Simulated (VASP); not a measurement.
A run of VASP 6.6.1 is set up as follows.

The input INCAR:

```
PREC     = Accurate       # precision mode
ENCUT    = 520            # plane-wave cutoff, eV
EDIFF    = 1E-6           # SCF threshold, eV
ISMEAR   = 0              # smearing method
SIGMA    = 0.15           # smearing width, eV
LREAL    = False          # projectors in reciprocal space
LASPH    = True           # aspherical terms in the spheres
NELM     = 100            # most SCF steps
ALGO     = Fast           # electronic algorithm
ISIF     = 2              # what is computed and relaxed
LWAVE    = False          # write WAVECAR
LCHARG   = False          # write CHGCAR
GGA      = PS             # functional
NBANDS   = 25             # bands
```

File KPOINTS:

```
regular mesh
0
Gamma
  12 12 14
```

POSCAR

```
Ti
1.0
    4.6233000000      0.0000000000      0.0000000000
   -2.3116500000      4.0038952493      0.0000000000
    0.0000000000      0.0000000000      2.8263000000
Ti
3
Direct
    0.0000000000      0.0000000000      0.0000000000
    0.3333333333      0.6666666667      0.5000000000
    0.6666666667      0.3333333333      0.5000000000
```

Potentials or basis: VASP PAW PBE potentials, release 64 (Ti_sv).

Command:

```bash
$ cat potpaw_PBE.64/Ti_sv/POTCAR > POTCAR
$ mpirun -np 1 vasp_std > vasp.out
```

(1) What does it give for the band gap on the k mesh?

(2) Predict the pressure.

Answers

(1) zero (band 18 reaches 8.20 eV, above the bottom of band 19 at 7.94 eV).

(2) -6.4 GPa.

Caveat: the PAW data sets were made with another functional, which shifts forces and pressure a little.
